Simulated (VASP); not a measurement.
# TaN (P-6m2) in VASP: further runs, part 2 of 3

VASP 6.6.1. The steps go on from the part before.

### 3 Vibrations by perturbation theory, LDA

This run uses another cell than the first one, of 9.74 Å³/atom.

Contents of INCAR:

```
SYSTEM = TaN
  ALGO = Normal
  EDIFF = 1E-8
  ENCUT = 520
  IBRION = 8
  ISIF = 2
  ISMEAR = -1
  LASPH = .True.
  LCHARG = .True.
  LREAL = .False.
  LWAVE = .False.
  NELM = 80
  NSW = 1
  PREC = Accurate
  SIGMA = 0.15
```

Contents of KPOINTS:

```
k-points
0
Gamma
  18 18 14
  0 0 0
```

Contents of POSCAR:

```
TaN
1.0
    2.8371000754      0.0000000000      0.0000000000
   -1.4185500377      2.4570007384      0.0000000000
    0.0000000000      0.0000000000      2.7953070436
Ta N
1 1
Direct
    0.3333333333      0.6666666667      0.5000000000
    0.0000000000      0.0000000000      0.0000000000
```

Potentials or basis: VASP PAW LDA potentials, release 64 (Ta_pv, N).

On the command line:

```console
cat potpaw_LDA.64/Ta_pv/POTCAR potpaw_LDA.64/N/POTCAR > POTCAR
mpirun -np 1 vasp_std > vasp.out
```

OUTCAR:

```text
SYSTEM = TaN
   EDIFF = 1E-8
   ENCUT = 520
   IBRION = 8
   ISIF = 2
   ISMEAR = -1
   LASPH = .True.
   LREAL = .False.
   NELM = 80
   NSW = 1
   PREC = Accurate

 ion  position               nearest neighbor table
   1  0.333  0.667  0.500-   2 2.15   2 2.15   2 2.15   2 2.15   2 2.15   2 2.15
   2  0.000  0.000  0.000-   1 2.15   1 2.15   1 2.15   1 2.15   1 2.15   1 2.15

  LATTYP: Found a hexagonal cell.
 ALAT       =     2.8371000754
 C/A-ratio  =     0.9852691020

  Lattice vectors:

 A1 = (   2.8371000754,   0.0000000000,   0.0000000000)
 A2 = (  -1.4185500377,   2.4570007384,   0.0000000000)
 A3 = (   0.0000000000,   0.0000000000,   2.7953070436)

Analysis of symmetry for initial positions (statically):
=====================================================================
 Subroutine PRICEL returns:
 Original cell was already a primitive cell.

 Routine SETGRP: Setting up the symmetry group for a
 hexagonal supercell.

 Subroutine GETGRP returns: Found 12 space group operations
 (whereof 12 operations were pure point group operations)
 out of a pool of 24 trial point group operations.

The static configuration has the point symmetry D_3h.

Analysis of symmetry for dynamics (positions and initial velocities):
=====================================================================
 Subroutine PRICEL returns:
 Original cell was already a primitive cell.

 Routine SETGRP: Setting up the symmetry group for a
 hexagonal supercell.

 Subroutine GETGRP returns: Found 12 space group operations
 (whereof 12 operations were pure point group operations)
 out of a pool of 24 trial point group operations.

The dynamic configuration has the point symmetry D_3h.

 Subroutine INISYM returns: Found 12 space group operations
 (whereof 12 operations are pure point group operations),
 and found     1 'primitive' translations

----------------------------------------------------------------------------------------

                                     Primitive cell

  volume of cell :      19.4854

  direct lattice vectors                    reciprocal lattice vectors
     2.837100075  0.000000000  0.000000000     0.352472586  0.203500142  0.000000000
    -1.418550038  2.457000738  0.000000000     0.000000000  0.407000285  0.000000000
     0.000000000  0.000000000  2.795307044     0.000000000  0.000000000  0.357742453

  length of vectors
     2.837100075  2.837100075  2.795307044     0.407000285  0.407000285  0.357742453

  position of ions in fractional coordinates (direct lattice)
     0.333333333  0.666666667  0.500000000
     0.000000000  0.000000000  0.000000000

  ion indices of the primitive-cell ions
   primitive index   ion index
                 1           1
[... 131 lines left out ...]
  band No.  band energies     occupation
      1     -25.1424      2.00000
      2     -24.7930      2.00000
      3     -24.7930      2.00000
      4      -9.0862      2.00000
      5       4.2478      2.00000
      6       4.2478      2.00000
      7       4.5124      2.00000
      8       6.2209      2.00000
      9      12.3998      0.00000
     10      13.2629      0.00000
     11      13.2630      0.00000
     12      13.7510      0.00000
[... 331 lines left out ...]
 k-point    24 :       0.3889    0.1111    0.0000
  band No.  band energies     occupation
      1     -26.2078      2.00000
      2     -25.2360      2.00000
      3     -24.9221      2.00000
      4      -6.2924      2.00000
      5       0.6316      2.00000
      6       3.5491      2.00000
      7       4.6806      2.00000
      8       6.7222      2.00000
      9      11.7233      0.00000
     10      12.7438      0.00000
     11      14.5268      0.00000
     12      16.0025      0.00000

 [... further k-points ...]
[... 5 lines left out ...]
  --------------------------------------------------------------------------------------
  -------------------------------------------------------------------------------------
  Total        3.9580196      3.9580196      3.9943301      0.0000000      0.0000000      0.0000000
  in kB      325.4460931    325.4460931    328.4317022      0.0000000      0.0000000      0.0000000
  external PRESSURE =     326.4412961 kB  Pullay stress =       0.0000000 kB

 VOLUME and BASIS-vectors are now :
 -----------------------------------------------------------------------------
  energy-cutoff  :      520.00
  volume of cell :       19.49
      direct lattice vectors                 reciprocal lattice vectors
     2.837100075  0.000000000  0.000000000     0.352472586  0.203500142  0.000000000
    -1.418550038  2.457000738  0.000000000     0.000000000  0.407000285  0.000000000
     0.000000000  0.000000000  2.795307044     0.000000000  0.000000000  0.357742453

 POSITION                                       TOTAL-FORCE (eV/Angst)
 -----------------------------------------------------------------------------------
     -0.00000      1.63800      1.39765         0.000000      0.000000      0.000000
      0.00000      0.00000      0.00000        -0.000000      0.000000      0.000000
 -----------------------------------------------------------------------------------
    total drift:                                0.000000     -0.000000     -0.000000

  FREE ENERGIE OF THE ION-ELECTRON SYSTEM (eV)
  ---------------------------------------------------
  free  energy   TOTEN  =       -24.5787599543 eV

  energy  without entropy=      -24.5676064010  energy(sigma->0) =      -24.57318318

[... ionic steps 2 to 3 ...]

--------------------------------------- Ionic step        4  -------------------------------------------

------------------------ aborting loop because EDIFF is reached ----------------------------------------
[... 11 lines left out ...]
[... ionic steps 8 to 8 ...]

--------------------------------------- Ionic step        9  -------------------------------------------

 Free energy of the ion-electron system (eV)
  ---------------------------------------------------
  ---------------------------------------------------
  free energy    TOTEN  =        -0.23309045 eV

  energy without entropy =       -0.23309045

------------------------ aborting loop because EDIFF is reached ----------------------------------------

 INTERNAL STRAIN TENSOR  FOR ION    2  DIRECTION 3   (eV/Angst):
 -----------------------------------------------------------------------------
     0.00327  0.00000  0.00000
     0.00000  0.00327 -0.00000
     0.00000 -0.00000  0.01093

 INTERNAL STRAIN TENSOR FOR ION    2 for displacements in x,y,z  (eV/Angst):
          X           Y           Z          XY          YZ          ZX
  --------------------------------------------------------------------------------
  x     0.00000     0.00000     0.00000    -6.08301     0.00000     0.00000
  y    -6.08301     6.08301     0.00000     0.00000     0.00000     0.00000
  z     0.00000     0.00000     0.00000     0.00000     0.00000     0.00000

 SECOND DERIVATIVES (NOT SYMMETRIZED)
 ------------------------------------
               1X          1Y          1Z          2X          2Y          2Z
  1X   -17.610984    0.000000    0.000000   17.610984    0.000000    0.000000
  1Y    -0.000000  -17.610984    0.000000    0.000000   17.610984    0.000000
  1Z     0.000000   -0.000000  -20.871183    0.000000    0.000000   20.871183
  2X    17.609091    0.000000    0.000000  -17.609091    0.000000    0.000000
  2Y     0.000000   17.609091    0.000000    0.000000  -17.609091    0.000000
  2Z     0.000000    0.000000   20.863657    0.000000    0.000000  -20.863657

 Eigenvectors and eigenvalues of the dynamical matrix
 ----------------------------------------------------

   1 f  =   19.808685 THz   124.461639 2PiTHz  660.746613 cm-1    81.922102 meV
             X         Y         Z           dx          dy          dz
     -0.000000  1.638000  1.397654     0.000000    0.000000   -0.268035
      0.000000  0.000000  0.000000     0.000000    0.000000    0.963409
[... 21 lines left out ...]
   6 f/i=    0.000922 THz     0.005796 2PiTHz    0.030768 cm-1     0.003815 meV
             X         Y         Z           dx          dy          dz
     -0.000000  1.638000  1.397654     0.000000    0.000000    0.963409
      0.000000  0.000000  0.000000     0.000000    0.000000    0.268035

--------------------------------------------------------------------------------------------------------

 ELASTIC MODULI CONTR FROM IONIC RELAXATION (kBar)
 Direction    XX          YY          ZZ          XY          YZ          ZX
 --------------------------------------------------------------------------------
 XX        -139.6616    139.6616      0.0000     -0.0000      0.0000      0.0000
 YY         139.6616   -139.6616      0.0000      0.0000      0.0000      0.0000
 ZZ           0.0000      0.0000      0.0000      0.0000      0.0000      0.0000
 XY          -0.0000      0.0000      0.0000   -139.6616      0.0000      0.0000
 YZ           0.0000      0.0000      0.0000      0.0000      0.0000      0.0000
 ZX           0.0000      0.0000      0.0000      0.0000      0.0000      0.0000
 --------------------------------------------------------------------------------
```

It took 10 min on 1 thread of Intel Xeon Platinum 8488C (Sapphire Rapids), shared host; peak memory 0.73 GiB.

Results:

* Highest phonon frequency at Γ: 661 cm⁻¹

Phonon frequencies in cm⁻¹ (negative: imaginary):
| q point | frequencies |
| --- | --- |
| (0.000, 0.000, 0.000) | 0 0 0 607 607 661 |

Caveat: the cell stands under pressure or tension, which shifts response properties; spin-orbit coupling is left out, which moves the levels of the heavy elements.

### 4 Vibrations by perturbation theory, LDA

This run uses another cell than the first one, of 9.99 Å³/atom.

Contents of INCAR:

```
ALGO     = Normal         # electronic algorithm
EDIFF    = 1E-8           # SCF threshold, eV
ENCUT    = 520            # plane-wave cutoff, eV
IBRION   = 8              # ionic algorithm
ISIF     = 2              # what is computed and relaxed
ISMEAR   = -1             # smearing method
LASPH    = T              # aspherical terms in the spheres
LCHARG   = F              # write CHGCAR
LREAL    = F              # projectors in reciprocal space
LWAVE    = F              # write WAVECAR
NELM     = 80             # most SCF steps
NSW      = 1              # ionic steps
PREC     = Accurate       # precision mode
SIGMA    = 0.15           # smearing width, eV
```

Contents of KPOINTS:

```
k-points
0
Gamma
  18 18 14
```

Contents of POSCAR:

```
TaN
1.0
    2.8625457160      0.0000000000      0.0000000000
   -1.4312728580      2.4790373095      0.0000000000
    0.0000000000      0.0000000000      2.8155520866
Ta N
1 1
Direct
    0.3333333333      0.6666666667      0.5000000000
    0.0000000000      0.0000000000      0.0000000000
```

Potentials or basis: VASP PAW LDA potentials, release 64 (Ta_pv, N).

On the command line:

```console
cat potpaw_LDA.64/Ta_pv/POTCAR potpaw_LDA.64/N/POTCAR > POTCAR
mpirun -np 1 vasp_std > vasp.out
```

OUTCAR:

```text
EDIFF = 1E-8
   ENCUT = 520
   IBRION = 8
   ISIF = 2
   ISMEAR = -1
   LASPH = T
   LREAL = F
   NELM = 80
   NSW = 1
   PREC = Accurate

 ion  position               nearest neighbor table
   1  0.333  0.667  0.500-   2 2.17   2 2.17   2 2.17   2 2.17   2 2.17   2 2.17
   2  0.000  0.000  0.000-   1 2.17   1 2.17   1 2.17   1 2.17   1 2.17   1 2.17

  LATTYP: Found a hexagonal cell.
 ALAT       =     2.8625457160
 C/A-ratio  =     0.9835832737

[... 627 lines left out ...]
               1X          1Y          1Z          2X          2Y          2Z
  1X   -16.296274    0.000000    0.000000   16.296274    0.000000    0.000000
  1Y     0.000000  -16.296274    0.000000    0.000000   16.296274    0.000000
  1Z     0.000000    0.000000  -18.882674   -0.000000    0.000000   18.882674
  2X    16.297316    0.000000    0.000000  -16.297316    0.000000    0.000000
  2Y     0.000000   16.297316    0.000000    0.000000  -16.297316    0.000000
  2Z     0.000000   -0.000000   18.872287   -0.000000    0.000000  -18.872287

 Eigenvectors and eigenvalues of the dynamical matrix
 ----------------------------------------------------

   1 f  =   18.839773 THz   118.373783 2PiTHz  628.427174 cm-1    77.915004 meV
             X         Y         Z           dx          dy          dz
     -0.000000  1.652692  1.407776    -0.000000    0.000000   -0.268059
      0.000000  0.000000  0.000000     0.000000   -0.000000    0.963403
[... 21 lines left out ...]
   6 f/i=    0.001339 THz     0.008410 2PiTHz    0.044648 cm-1     0.005536 meV
             X         Y         Z           dx          dy          dz
     -0.000000  1.652692  1.407776     0.000000    0.000000   -0.963403
      0.000000  0.000000  0.000000     0.000000    0.000000   -0.268059

--------------------------------------------------------------------------------------------------------

 ELASTIC MODULI CONTR FROM IONIC RELAXATION (kBar)
 Direction    XX          YY          ZZ          XY          YZ          ZX
 --------------------------------------------------------------------------------
 XX         -88.6018     88.6018      0.0000      0.0000      0.0000      0.0000
 YY          88.6018    -88.6018      0.0000     -0.0000      0.0000      0.0000
 ZZ           0.0000      0.0000      0.0000      0.0000      0.0000      0.0000
 XY           0.0000     -0.0000      0.0000    -88.6018      0.0000      0.0000
 YZ           0.0000      0.0000      0.0000      0.0000      0.0000      0.0000
 ZX           0.0000      0.0000      0.0000      0.0000      0.0000      0.0000
 --------------------------------------------------------------------------------
```

OSZICAR:

```text
N       E                     dE             d eps       ncg     rms          rms(c)
DAV:   1     0.881555737957E+02    0.88156E+02   -0.93299E+03  7104   0.143E+03
DAV:   2    -0.238171457787E+02   -0.11197E+03   -0.10603E+03  8216   0.339E+02
[... 87 lines left out ...]
RMM:   7    -0.232389130630E+00    0.88262E-05   -0.18578E-06 18989   0.420E-03    0.482E-04
RMM:   8    -0.232392553277E+00   -0.34226E-05   -0.37919E-07 21069   0.136E-03    0.232E-04
RMM:   9    -0.232391429770E+00    0.11235E-05   -0.13476E-07 19961   0.423E-04    0.190E-05
RMM:  10    -0.232391216878E+00    0.21289E-06   -0.44758E-08 21317   0.140E-04    0.132E-05
RMM:  11    -0.232391265349E+00   -0.48470E-07   -0.16311E-08 20457   0.425E-05    0.300E-06
RMM:  12    -0.232391269748E+00   -0.43993E-08    0.36735E-09 20397   0.157E-05    0.877E-07
 Linear response finished
```

stdout:

```text
POSCAR found type information on POSCAR TaN
 POSCAR found :  2 types and       2 ions
 scaLAPACK will be used
 LDA part: xc-table for (Slater(with rela. corr.)+CA(PZ))
 , standard interpolation
 POSCAR, INCAR and KPOINTS ok, starting setup
 FFT: planning ... GRIDC
 FFT: planning ... GRID_SOFT
 FFT: planning ... GRID
 WAVECAR not read
 entering main loop
 Linear response reoptimize wavefunctions to high precision
 Linear response DOF=           4
 Linear response progress:
 first order change of Fermi-energy  -0.20736E-04
 force on displaced ion       1 direction 1 : -16.296   0.001   0.000
 Linear response progress:
 first order change of Fermi-energy  -0.13434E-02
 force on displaced ion       1 direction 3 :  -0.000   0.000 -18.883
 Linear response progress:
 first order change of Fermi-energy   0.11526E-04
 force on displaced ion       2 direction 1 : -16.297   0.001   0.000
 Linear response progress:
 first order change of Fermi-energy   0.78191E-04
 force on displaced ion       2 direction 3 :  -0.000   0.000 -18.872
 Linear response finished
```

Wall time 27 min (1 thread of Intel Xeon 8259CL, shared host); peak memory 0.75 GiB.

Results:

```
Highest phonon frequency at Γ : 628 cm⁻¹
```

Phonon frequencies in cm⁻¹ (negative: imaginary):
```csv
q point,frequencies
"(0.000, 0.000, 0.000)",0 0 0 584 584 628
```

Caveat: the cell stands under pressure or tension, which shifts response properties; spin-orbit coupling is left out, which moves the levels of the heavy elements.

(Continued in part 3 of 3.)
